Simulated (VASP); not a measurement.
# AlRu (R3m) in VASP: single point with PBE

Aim: the single point of AlRu with PBE.

Everything below comes from runs of VASP 6.6.1. Logs are shortened: lines on timing, memory, paths and dates and some standing lists are left out, and cuts for length are marked.

## Step 1: The cell of the first run

Symmetry: R3m, No. 160, trigonal system. The conventional cell has a = 4.375 Å, b = 4.375 Å, c = 5.514 Å, α = 90.00°, β = 90.00°, γ = 120.00°. Al (site symmetry 3m) has 8 Ru at 2.54 to 2.97 Å and 6 Al at 3.12 Å within 3.4 Å. Ru (site symmetry 3m) has 8 Al at 2.54 to 2.97 Å and 6 Ru at 3.12 Å within 3.4 Å.

## Step 2: Single point, PBE (strained and its atoms moved)

INCAR reads:

```
  ALGO = Normal
  EDIFF = 1E-6
  ENCUT = 520
  GGA = PE
  ISIF = 2
  ISMEAR = 0
  LASPH = True
  LCHARG = False
  LREAL = False
  LWAVE = False
  NBANDS = 16
  NELM = 80
  PREC = Accurate
  SIGMA = 0.1
```

KPOINTS reads:

```
k-points
0
Gamma
  12 12 12
```

POSCAR reads:

```
AlRu
1.0
    3.1236193080      0.0299160000      0.0299160000
    0.0299160000      3.1236193080      0.0299160000
    0.0299160000      0.0299160000      3.1236193080
Al Ru
1 1
Direct
    0.0192990463      0.0192990463      0.0192990463
    0.4807009537      0.4807009537      0.4807009537
```

Potentials or basis: VASP PAW PBE potentials, release 64 (Al, Ru_pv).

Started as:

```bash
$ cat potpaw_PBE.64/Al/POTCAR potpaw_PBE.64/Ru_pv/POTCAR > POTCAR
$ mpirun -np 1 vasp_std > vasp.out
```

OUTCAR:

```text
EDIFF = 1E-6
   ENCUT = 520
   GGA = PE
   ISIF = 2
   ISMEAR = 0
   LASPH = True
   LREAL = False
   NELM = 80
   PREC = Accurate

 ion  position               nearest neighbor table
   1  0.019  0.019  0.019-   2 2.54   2 2.62   2 2.62   2 2.62   2 2.77   2 2.77   2 2.77   2 2.97

   2  0.481  0.481  0.481-   1 2.54   1 2.62   1 2.62   1 2.62   1 2.77   1 2.77   1 2.77   1 2.97

  LATTYP: Found a trigonal (rhomboedric) cell.
 ALAT       =     3.1239058109
 COS(alpha) =     0.0192428985

  Lattice vectors:

 A1 = (   3.1236193080,   0.0299160000,   0.0299160000)
 A2 = (   0.0299160000,   3.1236193080,   0.0299160000)
 A3 = (   0.0299160000,   0.0299160000,   3.1236193080)

Analysis of symmetry for initial positions (statically):
=====================================================================
 Subroutine PRICEL returns:
 Original cell was already a primitive cell.

 Routine SETGRP: Setting up the symmetry group for a
 trigonal (rhombohedral) supercell.

 Subroutine GETGRP returns: Found  6 space group operations
 (whereof  6 operations were pure point group operations)
 out of a pool of 12 trial point group operations.

The static configuration has the point symmetry C_3v.

Analysis of symmetry for dynamics (positions and initial velocities):
=====================================================================
 Subroutine PRICEL returns:
 Original cell was already a primitive cell.

 Routine SETGRP: Setting up the symmetry group for a
 trigonal (rhombohedral) supercell.

 Subroutine GETGRP returns: Found  6 space group operations
 (whereof  6 operations were pure point group operations)
 out of a pool of 12 trial point group operations.

The dynamic configuration has the point symmetry C_3v.

 Subroutine INISYM returns: Found  6 space group operations
 (whereof  6 operations are pure point group operations),
 and found     1 'primitive' translations

----------------------------------------------------------------------------------------

                                     Primitive cell

  volume of cell :      30.4688

  direct lattice vectors                    reciprocal lattice vectors
     3.123619308  0.029916000  0.029916000     0.320199629 -0.003037572 -0.003037572
     0.029916000  3.123619308  0.029916000    -0.003037572  0.320199629 -0.003037572
     0.029916000  0.029916000  3.123619308    -0.003037572 -0.003037572  0.320199629

  length of vectors
     3.123905811  3.123905811  3.123905811     0.320228444  0.320228444  0.320228444

  position of ions in fractional coordinates (direct lattice)
     0.019299046  0.019299046  0.019299046
     0.480700954  0.480700954  0.480700954

  ion indices of the primitive-cell ions
   primitive index   ion index
                 1           1
                 2           2

----------------------------------------------------------------------------------------

 KPOINTS: k-points

Automatic generation of k-mesh.
 Grid dimensions read from file:
 generate k-points for:   12   12   12

 Generating k-lattice:

  Cartesian coordinates                     Fractional coordinates (reciprocal lattice)
     0.026683302 -0.000253131 -0.000253131     0.083333333  0.000000000  0.000000000
    -0.000253131  0.026683302 -0.000253131     0.000000000  0.083333333  0.000000000
    -0.000253131 -0.000253131  0.026683302     0.000000000  0.000000000  0.083333333

  Length of vectors
     0.026685704  0.026685704  0.026685704

  Shift w.r.t. Gamma in fractional coordinates (k-lattice)
     0.000000000  0.000000000  0.000000000

 Subroutine IBZKPT returns following result:
 ===========================================

 Found    189 irreducible k-points:

 Following reciprocal coordinates:
            Coordinates               Weight
  0.000000  0.000000  0.000000      1.000000
  0.083333 -0.000000  0.000000      6.000000
  0.166667  0.000000  0.000000      6.000000
  0.250000 -0.000000  0.000000      6.000000
  0.333333  0.000000  0.000000      6.000000
  0.416667  0.000000  0.000000      6.000000
[... 16 lines left out ...]
  0.500000  0.166667  0.000000     12.000000
 -0.416667  0.166667 -0.000000     12.000000
 [... further k-points ...]
   k-points           NKPTS =    189   k-points in BZ     NKDIM =    189   number of bands    NBANDS=     16
   number of dos      NEDOS =    301   number of ions     NIONS =      2
   total plane-waves  NPLWV =  13824
   dimension x,y,z NGX =    24 NGY =   24 NGZ =   24
   dimension x,y,z NGXF=    48 NGYF=   48 NGZF=   48
   ions per type =               1   1
   NGX,Y,Z   is equivalent  to a cutoff of  12.77, 12.77, 12.77 a.u.
   NGXF,Y,Z  is equivalent  to a cutoff of  25.54, 25.54, 25.54 a.u.
 SYSTEM =  unknown system
   PREC   = accura    normal or accurate (medium, high low for compatibility)
   ISTART =      0    job   : 0-new  1-cont  2-samecut
   ICHARG =      2    charge: 1-file 2-atom 10-const
   ISPIN  =      1    spin polarized calculation?
   LNONCOLLINEAR =      F non collinear calculations
   LSORBIT =      F    spin-orbit coupling
   LASPH  =      T    aspherical Exc in radial PAW
   ENCUT  =  520.0 eV  38.22 Ry    6.18 a.u.   5.81  5.81  5.81*2*pi/ulx,y,z
   NELM   =     80;   NELMIN=  2; NELMDL= -5     # of ELM steps
   EDIFF  = 0.1E-05   stopping-criterion for ELM
   LREAL  =      F    real-space projection
   EDIFFG = 0.1E-04   stopping-criterion for IOM
   NSW    =      0    number of steps for IOM
   IBRION =     -1    ionic relax: 0-MD 1-quasi-New 2-CG
   NFREE  =      0    steps in history (QN), initial steepest desc. (CG)
   ISIF   =      2    stress and relaxation
   ISYM   =      2    0-nonsym 1-usesym 2-fastsym
   POTIM  = 0.5000    time-step for ionic-motion
   TEBEG  =    0.0;   TEEND  =   0.0 temperature during run
   PSTRESS=    0.0 pullay stress
   NELECT =      17.0000    total number of electrons
   NUPDOWN=      -1.0000    fix difference up-down
   EMIN   =  10.00;   EMAX   =-10.00  energy-range for DOS
   EFERMI =   0.00;   METHOD = LEGACY
   ISMEAR =     0;   SIGMA  =   0.10  broadening in eV -4-tet -1-fermi 0-gaus
   EFERMI_NEDOS =   21; number of points for ismear=-14 and -15
   IALGO  =     38    algorithm
   IMIX   =      4    mixing-type and parameters
     AMIX     =   0.40;   BMIX     =  1.00
     AMIX_MAG =   1.60;   BMIX_MAG =  1.00
  volume/ion in A,a.u.               =      15.23       102.81
  Fermi-wavevector in a.u.,A,eV,Ry     =   1.347740  2.546858 24.713647  1.816402
  Thomas-Fermi vector in A             =   2.475465
   LORBIT       =      0    0 simple, 1 ext, 2 COOP (PROOUT), +10 PAW based schemes
   GGA     = PE    functional components
   LHFCALC =     F    Hartree Fock is set to
   AEXX    =    0.0000 exact exchange contribution
   IVDW    =     0    specifies the selected vdW correction
   LEPSILON=     F    determine dielectric tensor
   LRPA    =     F    only Hartree local field effects (RPA)
 non-spin polarized calculation
 Gauss-broadening in eV      SIGMA  =   0.10
  energy-cutoff  :      520.00
  volume of cell :       30.47
 maximum number of plane-waves:       852
   NGX = 11   NGY = 11   NGZ = 11

 number of electron      16.9999997 magnetization

 Free energy of the ion-electron system (eV)
  ---------------------------------------------------
  ext. energy  EPLUGINS =         0.00000000
  ---------------------------------------------------
  free energy    TOTEN  =       -13.95893042 eV

  energy without entropy =      -13.95012172  energy(sigma->0) =      -13.95452607

 E-fermi :   8.9506     XC(G=0): -11.9066

 val. band max:        8.9487929790   @ k =  -0.3333  -0.4167   0.1667
 cond. band min:       8.9530346434   @ k =  -0.4167   0.3333   0.1667
 fundamental gap:      0.0042416644
 Fermi energy:         8.9506320972

 k-point     1 :       0.0000    0.0000    0.0000
  band No.  band energies     occupation
      1     -32.7525      2.00000
      2     -32.7487      2.00000
      3     -32.7487      2.00000
      4       0.0666      2.00000
      5       6.0296      2.00000
      6       6.0296      2.00000
[... 8 lines left out ...]
     15      21.1532      0.00000
     16      21.5636      0.00000

 k-point     2 :       0.0833   -0.0000    0.0000
  band No.  band energies     occupation
      1     -32.7590      2.00000
      2     -32.7501      2.00000
      3     -32.7480      2.00000
      4       0.1858      2.00000
      5       6.0604      2.00000
      6       6.0681      2.00000
[... 8 lines left out ...]
     15      21.1573      0.00000
     16      22.0051      0.00000

 k-point     3 :       0.1667    0.0000    0.0000
  band No.  band energies     occupation
      1     -32.7820      2.00000
      2     -32.7484      2.00000
      3     -32.7460      2.00000
      4       0.5373      2.00000
      5       6.1025      2.00000
      6       6.1764      2.00000
[... 8 lines left out ...]
     15      21.1600      0.00000
     16      23.4196      0.00000

 k-point     4 :       0.2500   -0.0000    0.0000
  band No.  band energies     occupation
      1     -32.8138      2.00000
      2     -32.7458      2.00000
      3     -32.7433      2.00000
      4       1.1040      2.00000
      5       6.0006      2.00000
      6       6.3318      2.00000
[... 8 lines left out ...]
     15      21.1611      0.00000
     16      24.0735      0.00000
[... 324 lines left out ...]
 k-point    22 :       0.4167    0.1667    0.0000
  band No.  band energies     occupation
      1     -32.8648      2.00000
      2     -32.7708      2.00000
      3     -32.7372      2.00000
      4       3.0171      2.00000
      5       4.9743      2.00000
      6       6.8442      2.00000
[... 8 lines left out ...]
     15      21.1600      0.00000
     16      21.5246      0.00000

 k-point    23 :       0.5000    0.1667    0.0000
  band No.  band energies     occupation
      1     -32.8732      2.00000
      2     -32.7701      2.00000
      3     -32.7365      2.00000
      4       3.7119      2.00000
      5       4.3070      2.00000
      6       6.8974      2.00000
[... 8 lines left out ...]
     15      20.5642      0.00000
     16      21.1600      0.00000

 k-point    24 :      -0.4167    0.1667   -0.0000
  band No.  band energies     occupation
      1     -32.8649      2.00000
      2     -32.7710      2.00000
      3     -32.7372      2.00000
      4       3.0863      2.00000
      5       4.9254      2.00000
      6       6.8071      2.00000
[... 8 lines left out ...]
     15      21.1600      0.00000
     16      21.4262      0.00000

 [... further k-points ...]

------------------------ aborting loop because EDIFF is reached ----------------------------------------

  FORCE on cell =-STRESS in cart. coord.  units (eV):
  Direction    XX          YY          ZZ          XY          YZ          ZX
  --------------------------------------------------------------------------------------
  -------------------------------------------------------------------------------------
  Total       -3.0766476     -3.0766476     -3.0766476     -0.0380314     -0.0380314     -0.0380314
  in kB     -161.7829710   -161.7829710   -161.7829710     -1.9998511     -1.9998511     -1.9998511
  external PRESSURE =    -161.7829710 kB  Pullay stress =       0.0000000 kB

 VOLUME and BASIS-vectors are now :
 -----------------------------------------------------------------------------
  energy-cutoff  :      520.00
  volume of cell :       30.47
      direct lattice vectors                 reciprocal lattice vectors
     3.123619308  0.029916000  0.029916000     0.320199629 -0.003037572 -0.003037572
     0.029916000  3.123619308  0.029916000    -0.003037572  0.320199629 -0.003037572
     0.029916000  0.029916000  3.123619308    -0.003037572 -0.003037572  0.320199629

 POSITION                                       TOTAL-FORCE (eV/Angst)
 -----------------------------------------------------------------------------------
      0.06144      0.06144      0.06144        -0.488741     -0.488741     -0.488741
      1.53029      1.53029      1.53029         0.488741      0.488741      0.488741
 -----------------------------------------------------------------------------------
    total drift:                               -0.000355     -0.000355     -0.000354

  FREE ENERGIE OF THE ION-ELECTRON SYSTEM (eV)
  ---------------------------------------------------
  free  energy   TOTEN  =       -13.9589304238 eV

  energy  without entropy=      -13.9501217196  energy(sigma->0) =      -13.95452607
```

Wall time 71 s (1 thread of Intel Xeon 8259CL, shared host); peak memory 0.21 GiB.

Results:

* Free energy: -13.9589 eV
* Pressure: -16.2 GPa
* Largest force: 0.847 eV/Å
* Band gap on the k mesh: zero (an odd number of electrons rules out a gap without spin polarisation)

Forces in eV/Å, atoms in the order of the input:
```
Al  -0.489 -0.489 -0.489
Ru   0.489  0.489  0.489
```

Stress tensor (GPa, compression positive):
```
-16.18  -0.20  -0.20
 -0.20 -16.18  -0.20
 -0.20  -0.20 -16.18
```

Caveat: the cell differs from its parent crystal (strained and its atoms moved); the cell stands under tension.
